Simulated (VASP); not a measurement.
Wanted: the native input for a VASP 6.6.1 run.

| Quantity | Value |
| --- | --- |
| Task | single point |
| Functional | r2SCAN |
| Potentials or basis | VASP PAW PBE potentials, release 64 (Ru_pv) |
| Cutoff | 520 eV |
| k mesh | 22 × 22 × 22 |
| Occupations | gaussian, width 0.15 eV |
| Spin | no spin polarisation |
| Dipole correction | no |
| Further INCAR settings | ALGO = Normal; EDIFF = 1e-07; NBANDS = 13 |

Ru:

```
CELL_PARAMETERS angstrom
0.00000 1.76180 1.76180
1.76180 0.00000 1.76180
1.76180 1.76180 0.00000
ATOMIC_POSITIONS crystal
Ru 0.00000 0.00000 0.00000
```

This cell differs from its parent crystal: strain -0.080 along x and y, -0.080 along z.

One way to write it, as run:

POSCAR

```
Ru
1.0
    0.0000000000      1.7618000000      1.7618000000
    1.7618000000      0.0000000000      1.7618000000
    1.7618000000      1.7618000000      0.0000000000
Ru
1
Direct
    0.0000000000      0.0000000000      0.0000000000
```

INCAR.step1

```
ALGO     = Normal         # electronic algorithm
EDIFF    = 1E-4           # SCF threshold, eV
ENCUT    = 520            # plane-wave cutoff, eV
GGA      = PE             # functional
ISMEAR   = 0              # smearing method
LASPH    = True           # aspherical terms in the spheres
LCHARG   = False          # write CHGCAR
LREAL    = False          # projectors in reciprocal space
LWAVE    = True           # write WAVECAR
NBANDS   = 13             # bands
NELM     = 80             # most SCF steps
PREC     = Accurate       # precision mode
SIGMA    = 0.15           # smearing width, eV
```

INCAR.step2

```
ALGO     = Normal         # electronic algorithm
EDIFF    = 1E-7           # SCF threshold, eV
ENCUT    = 520            # plane-wave cutoff, eV
ISIF     = 2              # what is computed and relaxed
ISMEAR   = 0              # smearing method
ISTART   = 1            
LASPH    = True           # aspherical terms in the spheres
LCHARG   = False          # write CHGCAR
LMIXTAU  = True         
LREAL    = False          # projectors in reciprocal space
LWAVE    = False          # write WAVECAR
METAGGA  = R2SCAN         # meta-GGA
NBANDS   = 13             # bands
NELM     = 80             # most SCF steps
PREC     = Accurate       # precision mode
SIGMA    = 0.15           # smearing width, eV
```

KPOINTS

```
k-points
0
Gamma
  22 22 22
```

Potentials or basis: VASP PAW PBE potentials, release 64 (Ru_pv).

Launch:

```sh
$ cat potpaw_PBE.64/Ru_pv/POTCAR > POTCAR
$ cp INCAR.step1 INCAR
$ mpirun -np 1 vasp_std > vasp.out
$ cp INCAR.step2 INCAR
$ mpirun -np 1 vasp_std > vasp.out
```

Results of the run:

The pressure is 121.5 GPa and the band gap on the k mesh is zero (band 7 reaches 20.34 eV, above the bottom of band 8 at 15.10 eV).

Caveat: the cell differs from its parent crystal (strain -0.080 along x and y, -0.080 along z); the PAW data sets were made with another functional, which shifts forces and pressure a little.

Run time: 2.9 min on 1 thread of AMD EPYC 9R45 (Zen 5), on a shared host, peak memory 0.13 GiB.
